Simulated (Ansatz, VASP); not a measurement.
**LiCl: VASP beside Ansatz**

```
CELL_PARAMETERS angstrom
0.00000 2.62888 2.69300
2.62888 0.00000 2.69300
2.62888 2.62888 0.00000
ATOMIC_POSITIONS crystal
Li 0.00000 0.00000 0.00000
Cl 0.50000 0.50000 0.50000
```

Change from the starting cell: strain +0.025 along x and y, +0.050 along z, atoms carried along.

Alike in both runs: task single point; functional r2SCAN; k mesh 8 × 8 × 8; occupations gaussian, width 0.05 eV; no spin polarisation.

|  | VASP | Ansatz |
| --- | --- | --- |
| version | VASP 6.6.1 | Ansatz 0.2.0 |
| potentials or method | VASP PAW PBE potentials, release 64 (Li_sv, Cl), cutoff 520 eV | scalar-relativistic, plane waves, PAW |
| valence electrons in the cell | 10 | 10 |

```tsv
	VASP	Ansatz	Ansatz less VASP
gap on the k mesh at the Fermi level (eV)	6.71	6.63	-0.087
least direct gap on the mesh (eV)	6.71	6.63	-0.087
```

VASP's potentials were made for PBE, not for r2SCAN.

Noted on VASP's run: the cutoff is short for stress, so the pressure is rough.
